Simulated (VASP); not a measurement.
# TiN (Fm-3m) in VASP: a series of runs

TiN is run at these levels: r2SCAN; tasks: relaxation of cell and atoms, relaxation of the atoms.

Everything below comes from runs of VASP 6.6.1. Logs are shortened: lines on timing, memory, paths and dates and some standing lists are left out, and cuts for length are marked.

### 1 The cell of the first run

Symmetry: Fm-3m, No. 225, cubic system. Conventional cell: a = 4.238 Å, b = 4.238 Å, c = 4.238 Å, α = 90.00°, β = 90.00°, γ = 90.00°. Ti (site symmetry m-3m) has 6 N at 2.12 Å within 2.8 Å. Within 2.8 Å of N (site symmetry m-3m) lie 6 Ti at 2.12 Å.

### 2 Relaxation of cell and atoms, r2SCAN

File POSCAR:

```
TiN
1.0
    0.0000000000      2.1190000000      2.1190000000
    2.1190000000      0.0000000000      2.1190000000
    2.1190000000      2.1190000000      0.0000000000
Ti N
1 1
Direct
    0.0000000000      0.0000000000      0.0000000000
    0.5000000000      0.5000000000      0.5000000000
```

File INCAR.step1:

```
ALGO = Normal
EDIFF = 1E-4
ENCUT = 600
GGA = PE
ISMEAR = -1
LASPH = True
LCHARG = False
LREAL = False
LWAVE = True
NELM = 60
PREC = Accurate
SIGMA = 0.1
```

File INCAR.step2:

```
ALGO = Normal
EDIFF = 1E-7
EDIFFG = -0.01
ENCUT = 600
IBRION = 2
ISIF = 3
ISMEAR = -1
ISTART = 1
LASPH = True
LCHARG = False
LMIXTAU = True
LREAL = False
LWAVE = False
METAGGA = R2SCAN
NELM = 60
NSW = 80
PREC = Accurate
SIGMA = 0.1
```

File KPOINTS:

```
k-points
0
Gamma
  13 13 13
```

Potentials or basis: VASP PAW PBE potentials, release 64 (Ti_sv, N).

The run is started by

```bash
$ cat potpaw_PBE.64/Ti_sv/POTCAR potpaw_PBE.64/N/POTCAR > POTCAR
$ cp INCAR.step1 INCAR
$ mpirun -np 1 vasp_std > vasp.out
$ cp INCAR.step2 INCAR
$ mpirun -np 1 vasp_std > vasp.out
```

OUTCAR:

```text
EDIFF = 1E-7
   EDIFFG = -0.01
   ENCUT = 600
   IBRION = 2
   ISIF = 3
   ISMEAR = -1
   ISTART = 1
   LASPH = True
   LREAL = False
   METAGGA = R2SCAN
   NELM = 60
   NSW = 80
   PREC = Accurate

 ion  position               nearest neighbor table
   1  0.000  0.000  0.000-   2 2.12   2 2.12   2 2.12   2 2.12   2 2.12   2 2.12
   2  0.500  0.500  0.500-   1 2.12   1 2.12   1 2.12   1 2.12   1 2.12   1 2.12

  LATTYP: Found a face centered cubic cell.
 ALAT       =     4.2380000000

  Lattice vectors:

 A1 = (   0.0000000000,   2.1190000000,   2.1190000000)
 A2 = (   2.1190000000,   0.0000000000,   2.1190000000)
 A3 = (   2.1190000000,   2.1190000000,   0.0000000000)

Analysis of symmetry for initial positions (statically):
=====================================================================
 Subroutine PRICEL returns:
 Original cell was already a primitive cell.

 Routine SETGRP: Setting up the symmetry group for a
 face centered cubic supercell.

 Subroutine GETGRP returns: Found 48 space group operations
 (whereof 48 operations were pure point group operations)
 out of a pool of 48 trial point group operations.

The static configuration has the point symmetry O_h .

Analysis of symmetry for dynamics (positions and initial velocities):
=====================================================================
 Subroutine PRICEL returns:
 Original cell was already a primitive cell.

 Routine SETGRP: Setting up the symmetry group for a
 face centered cubic supercell.

 Subroutine GETGRP returns: Found 48 space group operations
 (whereof 48 operations were pure point group operations)
 out of a pool of 48 trial point group operations.

The dynamic configuration has the point symmetry O_h .

 Subroutine INISYM returns: Found 48 space group operations
 (whereof 48 operations are pure point group operations),
 and found     1 'primitive' translations

----------------------------------------------------------------------------------------

                                     Primitive cell

  volume of cell :      19.0293

  direct lattice vectors                    reciprocal lattice vectors
     0.000000000  2.119000000  2.119000000    -0.235960359  0.235960359  0.235960359
     2.119000000  0.000000000  2.119000000     0.235960359 -0.235960359  0.235960359
     2.119000000  2.119000000  0.000000000     0.235960359  0.235960359 -0.235960359

  length of vectors
     2.996718539  2.996718539  2.996718539     0.408695330  0.408695330  0.408695330

  position of ions in fractional coordinates (direct lattice)
     0.000000000  0.000000000  0.000000000
     0.500000000  0.500000000  0.500000000

[... 100 lines left out ...]
   LORBIT       =      0    0 simple, 1 ext, 2 COOP (PROOUT), +10 PAW based schemes
   METAGGA = R2SCAN    functional components
   LHFCALC =     F    Hartree Fock is set to
   AEXX    =    0.0000 exact exchange contribution
   IVDW    =     0    specifies the selected vdW correction
   LEPSILON=     F    determine dielectric tensor
   LRPA    =     F    only Hartree local field effects (RPA)
 conjugate gradient relaxation of ions
 non-spin polarized calculation
  energy-cutoff  :      600.00
  volume of cell :       19.03
 maximum number of plane-waves:       646
   NGX = 11   NGY = 11   NGZ = 11

--------------------------------------- Ionic step        1  -------------------------------------------

 number of electron      17.0000002 magnetization

 Free energy of the ion-electron system (eV)
  ---------------------------------------------------
  ext. energy  EPLUGINS =         0.00000000
  ---------------------------------------------------
  free energy    TOTEN  =       -26.02985650 eV

  energy without entropy =      -26.00400542  energy(sigma->0) =      -26.01693096

------------------------ aborting loop because EDIFF is reached ----------------------------------------

  FORCE on cell =-STRESS in cart. coord.  units (eV):
  Direction    XX          YY          ZZ          XY          YZ          ZX
  --------------------------------------------------------------------------------------
  -------------------------------------------------------------------------------------
  Total        0.0680373      0.0680373      0.0680373      0.0000000      0.0000000      0.0000000
  in kB        5.7284217      5.7284217      5.7284217      0.0000000      0.0000000      0.0000000
  external PRESSURE =       5.7284217 kB  Pullay stress =       0.0000000 kB
[... 59 lines left out ...]
--------------------------------------- Ionic step        3  -------------------------------------------

 number of electron      17.0000002 magnetization

 Free energy of the ion-electron system (eV)
  ---------------------------------------------------
  ext. energy  EPLUGINS =         0.00000000
  ---------------------------------------------------
  free energy    TOTEN  =       -26.02992364 eV

  energy without entropy =      -26.00399285  energy(sigma->0) =      -26.01695825

 E-fermi :  11.6715     XC(G=0): -13.8800

 val. band max:       11.5987742364   @ k =  -0.1538   0.2308   0.0769
 cond. band min:      11.7057881873   @ k =  -0.3077   0.4615   0.1538
 fundamental gap:      0.1070139510
 Fermi energy:        11.6714720650

 k-point     1 :       0.0000    0.0000    0.0000
  band No.  band energies     occupation
      1     -48.7031      2.00000
      2     -23.6404      2.00000
      3     -23.6404      2.00000
      4     -23.6404      2.00000
      5      -6.6014      2.00000
      6       9.2777      2.00000
      7       9.2777      2.00000
      8       9.2777      2.00000
      9      11.0441      1.99624
     10      11.0441      1.99624
     11      11.0441      1.99624
     12      12.2470      0.00631
[... 331 lines left out ...]
 k-point    24 :       0.4615    0.1538    0.0000
  band No.  band energies     occupation
      1     -48.6022      2.00000
      2     -24.2069      2.00000
      3     -23.7625      2.00000
      4     -23.7317      2.00000
      5      -4.5419      2.00000
      6       3.9626      2.00000
      7       5.8451      2.00000
      8       6.3040      2.00000
      9      12.0939      0.02886
     10      13.5369      0.00000
     11      13.9770      0.00000
     12      16.2392      0.00000

 [... further k-points ...]

------------------------ aborting loop because EDIFF is reached ----------------------------------------

  FORCE on cell =-STRESS in cart. coord.  units (eV):
  Direction    XX          YY          ZZ          XY          YZ          ZX
  --------------------------------------------------------------------------------------
  -------------------------------------------------------------------------------------
  Total       -0.0004895     -0.0004895     -0.0004895      0.0000000      0.0000000      0.0000000
  in kB       -0.0411331     -0.0411331     -0.0411331      0.0000000      0.0000000      0.0000000
  external PRESSURE =      -0.0411331 kB  Pullay stress =       0.0000000 kB
[... 17 lines left out ...]
  FREE ENERGIE OF THE ION-ELECTRON SYSTEM (eV)
  ---------------------------------------------------
  free  energy   TOTEN  =       -26.0299236440 eV

  energy  without entropy=      -26.0039928474  energy(sigma->0) =      -26.01695825

 reached required accuracy - stopping structural energy minimisation
```

OUTCAR.step1:

```text
EDIFF = 1E-4
   ENCUT = 600
   GGA = PE
   ISMEAR = -1
   LASPH = True
[... 580 lines left out ...]
      0.00000      0.00000      0.00000        -0.000000      0.000000      0.000000
      2.11900      2.11900      2.11900         0.000000     -0.000000     -0.000000
 -----------------------------------------------------------------------------------
    total drift:                                0.000000     -0.000000     -0.000000

  FREE ENERGIE OF THE ION-ELECTRON SYSTEM (eV)
  ---------------------------------------------------
  free  energy   TOTEN  =       -19.6521010111 eV

  energy  without entropy=      -19.6254175575  energy(sigma->0) =      -19.63875928
```

OSZICAR.step1:

```text
N       E                     dE             d eps       ncg     rms          rms(c)
DAV:   1     0.154820619974E+03    0.15482E+03   -0.96958E+03  2016   0.186E+03
DAV:   2    -0.100057528100E+02   -0.16483E+03   -0.15819E+03  2088   0.445E+02
DAV:   3    -0.240764770227E+02   -0.14071E+02   -0.13721E+02  2476   0.127E+02
DAV:   4    -0.247944979638E+02   -0.71802E+00   -0.71495E+00  2812   0.275E+01
DAV:   5    -0.248173613749E+02   -0.22863E-01   -0.22861E-01  2576   0.422E+00    0.182E+01
DAV:   6    -0.199535668843E+02    0.48638E+01   -0.31603E+01  2476   0.721E+01    0.646E+00
DAV:   7    -0.196841177316E+02    0.26945E+00   -0.34455E+00  2392   0.243E+01    0.483E+00
DAV:   8    -0.197203505166E+02   -0.36233E-01   -0.89484E-01  2184   0.138E+01    0.293E+00
DAV:   9    -0.196597297603E+02    0.60621E-01   -0.14984E-01  2200   0.613E+00    0.126E+00
DAV:  10    -0.196539494876E+02    0.57803E-02   -0.84740E-02  2180   0.438E+00    0.577E-01
DAV:  11    -0.196523183200E+02    0.16312E-02   -0.68575E-03  2332   0.122E+00    0.190E-01
DAV:  12    -0.196520996613E+02    0.21866E-03   -0.95072E-04  2528   0.485E-01    0.535E-02
DAV:  13    -0.196521010111E+02   -0.13498E-05   -0.61597E-05  1072   0.101E-01
   1 F= -.19652101E+02 E0= -.19638759E+02  d E =-.266835E-01
```

Wall time 2.7 min (1 thread of Intel Xeon 8259CL, shared host); peak memory 0.17 GiB.

What came out:

```yaml
Free_energy: -26.0299 eV
Relaxed_volume: 9.53 Å³/atom
Relaxed_cell: a = 2.999 Å, b = 2.999 Å, c = 2.999 Å, α = 60.00°, β = 60.00°, γ = 60.00°
Space_group_after_relaxing_to_0.1_Å: Fm-3m (No. 225)
Energy_gained_by_relaxing: 0.0 meV/atom
Ionic_steps: 3
Pressure_after_relaxing: 0.0 GPa
Band_gap_on_the_k_mesh: zero (an odd number of electrons rules out a gap without spin polarisation)
```

Final structure:
```
Ti N
1.0
     0.00000    2.12038    2.12038
     2.12038    0.00000    2.12038
     2.12038    2.12038    0.00000
Ti N
1 1
Cartesian
  0.0000 0.0000 0.0000
  2.1204 2.1204 2.1204
```

Levels at points of the mesh, in eV from the Fermi level:
```csv
k point,band 7,band 8,band 9,band 10,band 11,band 12
"(0.00, 0.00, 0.00)",-2.39,-2.39,-0.63,-0.63,-0.63,0.58
```

Caveat: the PAW data sets were made with another functional, which shifts forces and pressure a little.

### 3 Relaxation of the atoms, r2SCAN

This run uses another cell than the first one, of 8.92 Å³/atom.

File POSCAR:

```
TiN
1.0
    0.0000000000      2.0736893500      2.0736893500
    2.0736893500      0.0000000000      2.0736893500
    2.0736893500      2.0736893500      0.0000000000
Ti N
1 1
Direct
    0.0000000000      0.0000000000      0.0000000000
    0.5000000000      0.5000000000      0.5000000000
```

File INCAR.step1:

```
SYSTEM = TiN
PREC     = Accurate       ! precision mode
ENCUT    = 520            ! plane-wave cutoff, eV
ISMEAR   = -1             ! smearing method
SIGMA    = 0.1            ! smearing width, eV
LREAL    = .FALSE.        ! projectors in reciprocal space
LASPH    = .TRUE.         ! aspherical terms in the spheres
NELM     = 60             ! most SCF steps
GGA      = PE             ! functional
ALGO     = Normal         ! electronic algorithm
EDIFF    = 1E-4           ! SCF threshold, eV
LWAVE    = .TRUE.         ! write WAVECAR
LCHARG   = .FALSE.        ! write CHGCAR
```

File INCAR.step2:

```
SYSTEM = TiN
PREC     = Accurate       ! precision mode
ENCUT    = 520            ! plane-wave cutoff, eV
EDIFF    = 1E-6           ! SCF threshold, eV
ISMEAR   = -1             ! smearing method
SIGMA    = 0.1            ! smearing width, eV
LREAL    = .FALSE.        ! projectors in reciprocal space
LASPH    = .TRUE.         ! aspherical terms in the spheres
NELM     = 60             ! most SCF steps
ALGO     = Normal         ! electronic algorithm
ISIF     = 2              ! what is computed and relaxed
LWAVE    = .FALSE.        ! write WAVECAR
LCHARG   = .FALSE.        ! write CHGCAR
METAGGA  = R2SCAN         ! meta-GGA
LMIXTAU  = .TRUE.       
IBRION   = 2              ! ionic algorithm
NSW      = 50             ! ionic steps
EDIFFG   = -0.01          ! ionic threshold
ISTART   = 1
```

File KPOINTS:

```
regular mesh
0
G
  14 14 14
  0 0 0
```

Potentials or basis: VASP PAW PBE potentials, release 64 (Ti_sv, N).

The run is started by

```bash
$ cat potpaw_PBE.64/Ti_sv/POTCAR potpaw_PBE.64/N/POTCAR > POTCAR
$ cp INCAR.step1 INCAR
$ mpirun -np 1 vasp_std > vasp.out
$ cp INCAR.step2 INCAR
$ mpirun -np 1 vasp_std > vasp.out
```

OUTCAR:

```text
SYSTEM = TiN
   PREC = Accurate
   ENCUT = 520
   EDIFF = 1E-6
   ISMEAR = -1
   LREAL = .FALSE.
   LASPH = .TRUE.
   NELM = 60
   ISIF = 2
   METAGGA = R2SCAN
   IBRION = 2
   NSW = 50
   EDIFFG = -0.01
   ISTART = 1

 ion  position               nearest neighbor table
   1  0.000  0.000  0.000-   2 2.07   2 2.07   2 2.07   2 2.07   2 2.07   2 2.07
   2  0.500  0.500  0.500-   1 2.07   1 2.07   1 2.07   1 2.07   1 2.07   1 2.07

  LATTYP: Found a face centered cubic cell.
 ALAT       =     4.1473787000

  Lattice vectors:
[... 550 lines left out ...]

  FORCE on cell =-STRESS in cart. coord.  units (eV):
  Direction    XX          YY          ZZ          XY          YZ          ZX
  --------------------------------------------------------------------------------------
  -------------------------------------------------------------------------------------
  Total        2.4990305      2.4990305      2.4990305      0.0000000      0.0000000      0.0000000
  in kB      224.5024312    224.5024312    224.5024312      0.0000000      0.0000000      0.0000000
  external PRESSURE =     224.5024312 kB  Pullay stress =       0.0000000 kB

 VOLUME and BASIS-vectors are now :
 -----------------------------------------------------------------------------
  energy-cutoff  :      520.00
  volume of cell :       17.83
      direct lattice vectors                 reciprocal lattice vectors
     0.000000000  2.073689350  2.073689350    -0.241116154  0.241116154  0.241116154
     2.073689350  0.000000000  2.073689350     0.241116154 -0.241116154  0.241116154
     2.073689350  2.073689350  0.000000000     0.241116154  0.241116154 -0.241116154

 POSITION                                       TOTAL-FORCE (eV/Angst)
 -----------------------------------------------------------------------------------
      0.00000      0.00000      0.00000         0.000000     -0.000000     -0.000000
      2.07369      2.07369      2.07369        -0.000000      0.000000      0.000000
 -----------------------------------------------------------------------------------
    total drift:                                0.000000     -0.000000     -0.000000

  FREE ENERGIE OF THE ION-ELECTRON SYSTEM (eV)
  ---------------------------------------------------
  free  energy   TOTEN  =       -25.9441805929 eV

  energy  without entropy=      -25.9179259581  energy(sigma->0) =      -25.93105328

 reached required accuracy - stopping structural energy minimisation
```

OUTCAR.step1:

```text
SYSTEM = TiN
   PREC = Accurate
   ENCUT = 520
   ISMEAR = -1
   LREAL = .FALSE.
   LASPH = .TRUE.
[... 581 lines left out ...]
      0.00000      0.00000      0.00000        -0.000000      0.000000      0.000000
      2.07369      2.07369      2.07369         0.000000     -0.000000      0.000000
 -----------------------------------------------------------------------------------
    total drift:                                0.000000     -0.000000     -0.000000

  FREE ENERGIE OF THE ION-ELECTRON SYSTEM (eV)
  ---------------------------------------------------
  free  energy   TOTEN  =       -19.5548375424 eV

  energy  without entropy=      -19.5275942179  energy(sigma->0) =      -19.54121588
```

Wall time 76 s (1 thread of Intel Xeon 8259CL, shared host); peak memory 0.17 GiB.

What came out:

```yaml
Free_energy: -25.9442 eV
Pressure_after_relaxing: 22.5 GPa
Band_gap_on_the_k_mesh: zero (an odd number of electrons rules out a gap without spin polarisation)
```

Final structure:
```
CELL_PARAMETERS angstrom
0.00000 2.07369 2.07369
2.07369 0.00000 2.07369
2.07369 2.07369 0.00000
ATOMIC_POSITIONS crystal
Ti 0.00000 0.00000 0.00000
N 0.50000 0.50000 0.50000
```

Levels at points of the mesh, in eV from the Fermi level:
| k point | band 5 | band 6 | band 7 | band 8 | band 9 | band 10 | band 11 | band 12 |
| --- | --- | --- | --- | --- | --- | --- | --- | --- |
| (0.00, 0.00, 0.00) | -18.69 | -2.49 | -2.49 | -2.49 | -0.69 | -0.69 | -0.69 | 0.64 |
| (0.50, 0.00, 0.00) | -15.95 | -8.96 | -6.31 | -6.31 | 1.93 | 1.93 | 2.71 | 6.49 |
| (0.50, 0.50, 0.00) | -17.32 | -6.43 | -3.73 | -3.73 | -3.41 | 1.84 | 2.71 | 2.71 |

Caveat: the relaxation stopped at its first step, so nothing moved; the PAW data sets were made with another functional, which shifts forces and pressure a little.

### 4 Relaxation of the atoms, r2SCAN

This run uses another cell than the first one, of 9.11 Å³/atom.

File POSCAR:

```
TiN
1.0
    0.0000000000      2.0882932800      2.0882932800
    2.0882932800      0.0000000000      2.0882932800
    2.0882932800      2.0882932800      0.0000000000
Ti N
1 1
Direct
    0.0000000000      0.0000000000      0.0000000000
    0.5000000000      0.5000000000      0.5000000000
```

File INCAR.step1:

```
PREC = Accurate
ENCUT = 520
ISMEAR = -1
SIGMA = 0.1
LREAL = False
LASPH = True
NELM = 100
GGA = PE
ALGO = Normal
EDIFF = 1E-4
LWAVE = True
LCHARG = False
```

File INCAR.step2:

```
PREC = Accurate
ENCUT = 520
EDIFF = 1E-6
ISMEAR = -1
SIGMA = 0.1
LREAL = False
LASPH = True
NELM = 100
ALGO = Normal
ISIF = 2
LWAVE = False
LCHARG = False
METAGGA = R2SCAN
LMIXTAU = True
IBRION = 2
NSW = 50
EDIFFG = -0.01
ISTART = 1
```

File KPOINTS:

```
Automatic mesh
0
Gamma
  14 14 14
```

The run is started by

```bash
$ cat potpaw_PBE.64/Ti_sv/POTCAR potpaw_PBE.64/N/POTCAR > POTCAR
$ cp INCAR.step1 INCAR
$ mpirun -np 1 vasp_std > vasp.out
$ cp INCAR.step2 INCAR
$ mpirun -np 1 vasp_std > vasp.out
```

Run time: 74 s. Hardware: 1 thread of Intel Xeon 8259CL, shared host; peak memory 0.17 GiB.

It converged, with:

| Item | Value |
| --- | --- |
| Free energy | -25.9886 eV |
| Pressure after relaxing | 14.7 GPa |
| Band gap on the k mesh | zero (an odd number of electrons rules out a gap without spin polarisation) |

Final structure:
```
CELL_PARAMETERS angstrom
0.00000 2.08829 2.08829
2.08829 0.00000 2.08829
2.08829 2.08829 0.00000
ATOMIC_POSITIONS crystal
Ti 0.00000 0.00000 0.00000
N 0.50000 0.50000 0.50000
```

Levels at points of the mesh, in eV from the Fermi level:
```csv
k point,band 5,band 6,band 7,band 8,band 9,band 10,band 11,band 12
"(0.00, 0.00, 0.00)",-18.56,-2.46,-2.46,-2.46,-0.66,-0.66,-0.66,0.62
"(0.50, 0.00, 0.00)",-15.91,-8.82,-6.18,-6.18,1.87,1.87,2.62,6.31
"(0.50, 0.50, 0.00)",-17.19,-6.39,-3.70,-3.70,-3.31,1.78,2.62,2.62
```

Caveat: the relaxation stopped at its first step, so nothing moved; the PAW data sets were made with another functional, which shifts forces and pressure a little.

### 5 Overview

| task | cell | k mesh | cutoff (eV) | gap on the mesh (eV) | pressure (GPa) |
| --- | --- | --- | --- | --- | --- |
| relaxation of cell and atoms | relaxed from a = 2.997 Å, angles 60.0°, 2 atoms | 13 × 13 × 13 | 600 | none | 0.0 |
| relaxation of the atoms | atoms relaxed from a = 2.933 Å, angles 60.0°, 2 atoms | 14 × 14 × 14 | 520 | none | 22.5 |
| relaxation of the atoms | atoms relaxed from a = 2.953 Å, angles 60.0°, 2 atoms | 14 × 14 × 14 | 520 | none | 14.7 |

Alike in all rows: level r2SCAN; potentials or basis VASP PAW PBE potentials, release 64 (Ti_sv, N); no spin polarisation; smearing fermi-dirac 0.1 eV.

Caveats: the PAW data sets were made with another functional, which shifts forces and pressure a little; the relaxation stopped at its first step, so nothing moved (at least some runs).

Absolute energies hang on the potentials; compare differences alone.

The gap in the log of VASP goes by the Fermi energy; the results here count the filled bands.